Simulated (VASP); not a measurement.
Wanted: the native input for a VASP 6.6.1 run.

* Task: single point
* Functional: r2SCAN
* Potentials or basis: VASP PAW PBE potentials, release 64 (Na_pv, F)
* Cutoff: 520 eV
* k mesh: 12 × 12 × 6
* Occupations: gaussian, width 0.01 eV
* Spin: no spin polarisation
* Dipole correction: no
* Further INCAR settings: ALGO = Normal; EDIFF = 1e-07; NBANDS = 22

The system is NaF.

```
Na F
1.0
     3.17755    0.00000    0.00000
    -1.58878    2.75184    0.00000
     0.00000    0.00000    5.47409
Na F
2 2
Direct
  0.00000 0.00000 0.00000
  0.00000 0.00000 0.50000
  0.33333 0.66667 0.25000
  0.66667 0.33333 0.75000
```

This cell differs from its parent crystal: uniaxial z strain -1.7%.

These files were run (other wordings do the same):

POSCAR

```
NaF
1.0
    3.1775543068      0.0000000000      0.0000000000
   -1.5887771534      2.7518427516      0.0000000000
    0.0000000000      0.0000000000      5.4740948175
Na F
2 2
Direct
    0.0000000000      0.0000000000      0.0000000000
    0.0000000000      0.0000000000      0.5000000000
    0.3333333333      0.6666666667      0.2500000000
    0.6666666667      0.3333333333      0.7500000000
```

INCAR.step1

```
PREC = Accurate
ENCUT = 520
ISMEAR = 0
SIGMA = 0.01
LREAL = False
LASPH = True
NELM = 100
NBANDS = 22
GGA = PE
ALGO = Normal
EDIFF = 1E-4
LWAVE = True
LCHARG = False
```

INCAR.step2

```
PREC = Accurate
ENCUT = 520
EDIFF = 1E-7
ISMEAR = 0
SIGMA = 0.01
LREAL = False
LASPH = True
NELM = 100
ALGO = Normal
ISIF = 2
LWAVE = False
LCHARG = False
METAGGA = R2SCAN
LMIXTAU = True
NBANDS = 22
ISTART = 1
```

KPOINTS

```
regular mesh
0
Gamma
  12 12 6
```

Potentials or basis: VASP PAW PBE potentials, release 64 (Na_pv, F).

The run is started by

```console
$ cat potpaw_PBE.64/Na_pv/POTCAR potpaw_PBE.64/F/POTCAR > POTCAR
$ cp INCAR.step1 INCAR
$ mpirun -np 1 vasp_std > vasp.out
$ cp INCAR.step2 INCAR
$ mpirun -np 1 vasp_std > vasp.out
```

Results of the run:

```json
{"Pressure": "0.4 GPa", "Band gap on the k mesh": "7.35 eV, direct"}
```

Caveat: the cell differs from its parent crystal (uniaxial z strain -1.7%); the PAW data sets were made with another functional, which shifts forces and pressure a little.

Run time: 2.4 min on 1 thread of Intel(R) Xeon(R) Platinum 8488C (Sapphire Rapids), on a shared host, peak memory 0.2 GiB.
